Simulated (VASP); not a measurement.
# Pt in VASP: further runs

Pt is run at these levels: PBEsol; tasks: single point.

Program: VASP 6.6.1. These are calculated values, not measurements. Logs are shortened: lines on timing, memory, paths and dates and some standing lists are left out, and cuts for length are marked.

## (1) The cell of the first run

It takes space group Fm-3m (No. 225, cubic). Conventional cell: a = 4.033 Å, b = 4.033 Å, c = 4.033 Å, α = 90.00°, β = 90.00°, γ = 90.00°. Within 3.8 Å of Pt (site symmetry m-3m) lie 12 Pt at 2.85 Å.

## (2) Single point, PBEsol (strain +0.030 along x and y, +0.030 along z)

Contents of INCAR:

```
PREC = Accurate ; ENCUT = 520
EDIFF = 1E-7 ; ISMEAR = 0
SIGMA = 0.15 ; LREAL = F
LASPH = T ; NELM = 100
ALGO = Normal ; ISIF = 2
LWAVE = F ; LCHARG = F
GGA = PS ; NBANDS = 11
```

Contents of KPOINTS:

```
regular mesh
0
Gamma
  20 20 20
```

Contents of POSCAR:

```
Pt
1.0
    0.0000000000      2.0166370000      2.0166370000
    2.0166370000      0.0000000000      2.0166370000
    2.0166370000      2.0166370000      0.0000000000
Pt
1
Direct
    0.0000000000      0.0000000000      0.0000000000
```

Potentials or basis: VASP PAW PBE potentials, release 64 (Pt).

Run with:

```bash
$ cat potpaw_PBE.64/Pt/POTCAR > POTCAR
$ mpirun -np 1 vasp_std > vasp.out
```

OUTCAR:

```text
PREC = Accurate
   ENCUT = 520
   EDIFF = 1E-7
   ISMEAR = 0
   LREAL = F
   LASPH = T
   NELM = 100
   ISIF = 2
   GGA = PS

 ion  position               nearest neighbor table
   1  0.000  0.000  0.000-

  LATTYP: Found a face centered cubic cell.
 ALAT       =     4.0332740000

  Lattice vectors:

 A1 = (   0.0000000000,   2.0166370000,   2.0166370000)
 A2 = (   2.0166370000,   0.0000000000,   2.0166370000)
 A3 = (   2.0166370000,   2.0166370000,   0.0000000000)

Analysis of symmetry for initial positions (statically):
=====================================================================
 Subroutine PRICEL returns:
 Original cell was already a primitive cell.

 Routine SETGRP: Setting up the symmetry group for a
 face centered cubic supercell.

 Subroutine GETGRP returns: Found 48 space group operations
 (whereof 48 operations were pure point group operations)
 out of a pool of 48 trial point group operations.

The static configuration has the point symmetry O_h .

Analysis of symmetry for dynamics (positions and initial velocities):
=====================================================================
 Subroutine PRICEL returns:
 Original cell was already a primitive cell.

 Routine SETGRP: Setting up the symmetry group for a
 face centered cubic supercell.

 Subroutine GETGRP returns: Found 48 space group operations
 (whereof 48 operations were pure point group operations)
 out of a pool of 48 trial point group operations.

The dynamic configuration has the point symmetry O_h .

 Subroutine INISYM returns: Found 48 space group operations
 (whereof 48 operations are pure point group operations),
 and found     1 'primitive' translations

----------------------------------------------------------------------------------------

                                     Primitive cell

  volume of cell :      16.4026

  direct lattice vectors                    reciprocal lattice vectors
     0.000000000  2.016637000  2.016637000    -0.247937532  0.247937532  0.247937532
     2.016637000  0.000000000  2.016637000     0.247937532 -0.247937532  0.247937532
     2.016637000  2.016637000  0.000000000     0.247937532  0.247937532 -0.247937532

  length of vectors
     2.851955396  2.851955396  2.851955396     0.429440402  0.429440402  0.429440402

  position of ions in fractional coordinates (direct lattice)
     0.000000000  0.000000000  0.000000000

  ion indices of the primitive-cell ions
   primitive index   ion index
                 1           1

----------------------------------------------------------------------------------------

 KPOINTS: regular mesh

Automatic generation of k-mesh.
 Grid dimensions read from file:
 generate k-points for:   20   20   20

 Generating k-lattice:

  Cartesian coordinates                     Fractional coordinates (reciprocal lattice)
    -0.012396877  0.012396877  0.012396877     0.050000000  0.000000000  0.000000000
     0.012396877 -0.012396877  0.012396877     0.000000000  0.050000000  0.000000000
     0.012396877  0.012396877 -0.012396877     0.000000000  0.000000000  0.050000000

  Length of vectors
     0.021472020  0.021472020  0.021472020

  Shift w.r.t. Gamma in fractional coordinates (k-lattice)
     0.000000000  0.000000000  0.000000000

 Subroutine IBZKPT returns following result:
 ===========================================

 Found    256 irreducible k-points:

 Following reciprocal coordinates:
            Coordinates               Weight
  0.000000  0.000000  0.000000      1.000000
  0.050000  0.000000  0.000000      8.000000
  0.100000  0.000000  0.000000      8.000000
  0.150000  0.000000  0.000000      8.000000
  0.200000  0.000000  0.000000      8.000000
  0.250000  0.000000  0.000000      8.000000
[... 16 lines left out ...]
 -0.400000  0.050000  0.000000     24.000000
 -0.350000  0.050000  0.000000     24.000000
 [... further k-points ...]
   k-points           NKPTS =    256   k-points in BZ     NKDIM =    256   number of bands    NBANDS=     11
   number of dos      NEDOS =    301   number of ions     NIONS =      1
   total plane-waves  NPLWV =  13824
   dimension x,y,z NGX =    24 NGY =   24 NGZ =   24
   dimension x,y,z NGXF=    48 NGYF=   48 NGZF=   48
   ions per type =               1
   NGX,Y,Z   is equivalent  to a cutoff of  13.99, 13.99, 13.99 a.u.
   NGXF,Y,Z  is equivalent  to a cutoff of  27.98, 27.98, 27.98 a.u.
 SYSTEM =  unknown system
   PREC   = accura    normal or accurate (medium, high low for compatibility)
   ISTART =      0    job   : 0-new  1-cont  2-samecut
   ICHARG =      2    charge: 1-file 2-atom 10-const
   ISPIN  =      1    spin polarized calculation?
   LNONCOLLINEAR =      F non collinear calculations
   LSORBIT =      F    spin-orbit coupling
   LASPH  =      T    aspherical Exc in radial PAW
   ENCUT  =  520.0 eV  38.22 Ry    6.18 a.u.   5.30  5.30  5.30*2*pi/ulx,y,z
   NELM   =    100;   NELMIN=  2; NELMDL= -5     # of ELM steps
   EDIFF  = 0.1E-06   stopping-criterion for ELM
   LREAL  =      F    real-space projection
   EDIFFG = 0.1E-05   stopping-criterion for IOM
   NSW    =      0    number of steps for IOM
   IBRION =     -1    ionic relax: 0-MD 1-quasi-New 2-CG
   NFREE  =      0    steps in history (QN), initial steepest desc. (CG)
   ISIF   =      2    stress and relaxation
   ISYM   =      2    0-nonsym 1-usesym 2-fastsym
   POTIM  = 0.5000    time-step for ionic-motion
   TEBEG  =    0.0;   TEEND  =   0.0 temperature during run
   PSTRESS=    0.0 pullay stress
   NELECT =      10.0000    total number of electrons
   NUPDOWN=      -1.0000    fix difference up-down
   EMIN   =  10.00;   EMAX   =-10.00  energy-range for DOS
   EFERMI =   0.00;   METHOD = LEGACY
   ISMEAR =     0;   SIGMA  =   0.15  broadening in eV -4-tet -1-fermi 0-gaus
   EFERMI_NEDOS =   21; number of points for ismear=-14 and -15
   IALGO  =     38    algorithm
   IMIX   =      4    mixing-type and parameters
     AMIX     =   0.40;   BMIX     =  1.00
     AMIX_MAG =   1.60;   BMIX_MAG =  1.00
  volume/ion in A,a.u.               =      16.40       110.69
  Fermi-wavevector in a.u.,A,eV,Ry     =   1.388152  2.623227 26.217973  1.926967
  Thomas-Fermi vector in A             =   2.512305
   LORBIT       =      0    0 simple, 1 ext, 2 COOP (PROOUT), +10 PAW based schemes
   GGA     = PS    functional components
   LHFCALC =     F    Hartree Fock is set to
   AEXX    =    0.0000 exact exchange contribution
   IVDW    =     0    specifies the selected vdW correction
   LEPSILON=     F    determine dielectric tensor
   LRPA    =     F    only Hartree local field effects (RPA)
 non-spin polarized calculation
 Gauss-broadening in eV      SIGMA  =   0.15
  energy-cutoff  :      520.00
  volume of cell :       16.40
 maximum number of plane-waves:       459
 NGX is ok and might be reduce to    24
   NGX = 11   NGY = 11   NGZ = 11

 number of electron      10.0000000 magnetization

 number of electron       9.9999999 magnetization

 Free energy of the ion-electron system (eV)
  ---------------------------------------------------
  ext. energy  EPLUGINS =         0.00000000
  ---------------------------------------------------
  free energy    TOTEN  =        -6.88053827 eV

  energy without entropy =       -6.85783776  energy(sigma->0) =       -6.86918801

 E-fermi :   9.5519     XC(G=0): -13.1350

 val. band max:        9.5518177569   @ k =  -0.4000   0.3500   0.1000
 cond. band min:       9.5531634541   @ k =   0.5000   0.5000   0.0000
 fundamental gap:      0.0013456972
 Fermi energy:         9.5519494705

 k-point     1 :       0.0000    0.0000    0.0000
  band No.  band energies     occupation
      1       0.1706      2.00000
      2       6.2327      2.00000
      3       6.2327      2.00000
      4       6.2327      2.00000
      5       8.1295      2.00000
      6       8.1295      2.00000
      7      24.3649      0.00000
      8      28.8506      0.00000
      9      28.8506      0.00000
     10      28.8506      0.00000
     11      33.8528      0.00000

 k-point     2 :       0.0500    0.0000    0.0000
  band No.  band energies     occupation
      1       0.2636      2.00000
      2       6.1935      2.00000
      3       6.2687      2.00000
      4       6.2687      2.00000
      5       8.1102      2.00000
      6       8.1102      2.00000
      7      24.5010      0.00000
      8      28.2949      0.00000
      9      28.9841      0.00000
     10      28.9841      0.00000
     11      34.4259      0.00000

 k-point     3 :       0.1000    0.0000    0.0000
  band No.  band energies     occupation
      1       0.5368      2.00000
      2       6.0893      2.00000
      3       6.3659      2.00000
      4       6.3659      2.00000
      5       8.0657      2.00000
      6       8.0657      2.00000
      7      24.8728      0.00000
      8      27.0791      0.00000
      9      29.3724      0.00000
     10      29.3724      0.00000
     11      35.0694      0.00000

 k-point     4 :       0.1500    0.0000    0.0000
  band No.  band energies     occupation
      1       0.9694      2.00000
      2       5.9590      2.00000
      3       6.4879      2.00000
      4       6.4879      2.00000
      5       8.0386      2.00000
      6       8.0386      2.00000
      7      25.2700      0.00000
      8      25.7330      0.00000
      9      29.9751      0.00000
     10      29.9751      0.00000
     11      33.8336      0.00000
[... 239 lines left out ...]
 k-point    22 :      -0.4500    0.0500    0.0000
  band No.  band energies     occupation
      1       3.0933      2.00000
      2       6.1504      2.00000
      3       6.2541      2.00000
      4       8.5196      2.00000
      5       9.4746      1.53435
      6      10.2554      0.00000
      7      15.0183      0.00000
      8      24.0521      0.00000
      9      27.5072      0.00000
     10      28.0438      0.00000
     11      36.1672      0.00000

 k-point    23 :      -0.4000    0.0500    0.0000
  band No.  band energies     occupation
      1       3.0765      2.00000
      2       6.2135      2.00000
      3       6.3011      2.00000
      4       7.9163      2.00000
      5       9.2229      1.99808
      6       9.8474      0.00534
      7      16.2868      0.00000
      8      24.2727      0.00000
      9      27.7252      0.00000
     10      28.7486      0.00000
     11      35.3047      0.00000

 k-point    24 :      -0.3500    0.0500    0.0000
  band No.  band energies     occupation
      1       2.9988      2.00000
      2       6.3110      2.00000
      3       6.3888      2.00000
      4       7.0621      2.00000
      5       8.8729      2.00000
      6       9.4443      1.68980
      7      18.0039      0.00000
      8      24.6702      0.00000
      9      28.2603      0.00000
     10      29.8084      0.00000
     11      34.0615      0.00000

 [... further k-points ...]
[... 5 lines left out ...]
  --------------------------------------------------------------------------------------
  -------------------------------------------------------------------------------------
  Total       -2.0490701     -2.0490701     -2.0490701      0.0000000      0.0000000      0.0000000
  in kB     -200.1493635   -200.1493635   -200.1493635      0.0000000      0.0000000      0.0000000
  external PRESSURE =    -200.1493635 kB  Pullay stress =       0.0000000 kB

 VOLUME and BASIS-vectors are now :
 -----------------------------------------------------------------------------
  energy-cutoff  :      520.00
  volume of cell :       16.40
      direct lattice vectors                 reciprocal lattice vectors
     0.000000000  2.016637000  2.016637000    -0.247937532  0.247937532  0.247937532
     2.016637000  0.000000000  2.016637000     0.247937532 -0.247937532  0.247937532
     2.016637000  2.016637000  0.000000000     0.247937532  0.247937532 -0.247937532

 POSITION                                       TOTAL-FORCE (eV/Angst)
 -----------------------------------------------------------------------------------
      0.00000      0.00000      0.00000        -0.000000      0.000000     -0.000000
 -----------------------------------------------------------------------------------
    total drift:                               -0.000000      0.000000     -0.000000

  FREE ENERGIE OF THE ION-ELECTRON SYSTEM (eV)
  ---------------------------------------------------
  free  energy   TOTEN  =        -6.8805382668 eV

  energy  without entropy=       -6.8578377575  energy(sigma->0) =       -6.86918801
```

It took 32 s on 1 thread of Intel Xeon Platinum 8375C at 2.90GHz (Ice Lake), shared host; peak memory 0.17 GiB.

What came out:

```
Free energy            : -6.8805 eV
Pressure               : -20.0 GPa
Band gap on the k mesh : zero (band 5 reaches 9.96 eV, above the bottom of band 6 at 8.04 eV)
```

Caveat: the cell differs from its parent crystal (strain +0.030 along x and y, +0.030 along z); the PAW data sets were made with another functional, which shifts forces and pressure a little; spin-orbit coupling is left out, which moves the levels of the heavy elements.

(Part 1 of 2 ends here.)
